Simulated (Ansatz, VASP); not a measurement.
# W: VASP beside Ansatz

The input INCAR:

```
SYSTEM = W
ALGO     = Fast           ! electronic algorithm
EDIFF    = 1E-7           ! SCF threshold, eV
EDIFFG   = -0.01          ! ionic threshold
ENCUT    = 600            ! plane-wave cutoff, eV
GGA      = PE             ! functional
IBRION   = 2              ! ionic algorithm
ISIF     = 3              ! what is computed and relaxed
ISMEAR   = 0              ! smearing method
LASPH    = .TRUE.         ! aspherical terms in the spheres
LCHARG   = .FALSE.        ! write CHGCAR
LREAL    = .FALSE.        ! projectors in reciprocal space
LWAVE    = .FALSE.        ! write WAVECAR
NELM     = 100            ! most SCF steps
NSW      = 100            ! ionic steps
PREC     = Accurate       ! precision mode
SIGMA    = 0.1            ! smearing width, eV
```

KPOINTS

```
k-points
0
G
  20 20 20
  0 0 0
```

File POSCAR:

```
W
1.0
   -1.3966122886      1.3966122886      2.1247418573
    1.3966122886     -1.3966122886      2.1247418573
    1.3966122886      1.3966122886     -2.1247418573
W
1
Direct
    0.0000000000      0.0000000000      0.0000000000
```

Input for Ansatz:

```yaml
crystal:
  lattice:
    - [-1.3966122886, 1.3966122886, 2.1247418573]
    - [1.3966122886, -1.3966122886, 2.1247418573]
    - [1.3966122886, 1.3966122886, -2.1247418573]
  atoms:
    - { symbol: W, position: [0.0, 0.0, 0.0] }
basis:
  ecutwfc: 420
kpoints:
  mp_grid: { grid: [20, 20, 20] }
hamiltonian:
  xc: pbe
scf:
  occupations: { method: gaussian, width: 0.1 }
output:
  forces: true
  stress: true
  eigenvalues: true
relax:
  adjacent_minimum: "off"
  f_tol: 0.01
  max_steps: 80
  cell: { stress_tol: 0.05 }
```

Alike in both runs: task relaxation of cell and atoms; functional PBE; k mesh 20 × 20 × 20; occupations gaussian, width 0.1 eV; no spin polarisation.

```csv
,VASP,Ansatz
version,VASP 6.6.1,Ansatz 0.2.0
potentials or method,"VASP PAW PBE potentials, release 64 (W_sv), cutoff 600 eV","scalar-relativistic, plane waves, PAW"
valence electrons in the cell,14,14
```

```csv
,VASP,Ansatz,Ansatz less VASP
"gap on the k mesh at the Fermi level, each at its own relaxed structure (eV)",none,none,-
relaxed volume (Å³/atom),16.52,16.49,-0.030
relaxed cell length with the largest relative difference (Å),2.970,2.970,-0.0006
```

A gap of «none» marks a metal or a gap that the smearing closes.

Spin-orbit coupling is off throughout.
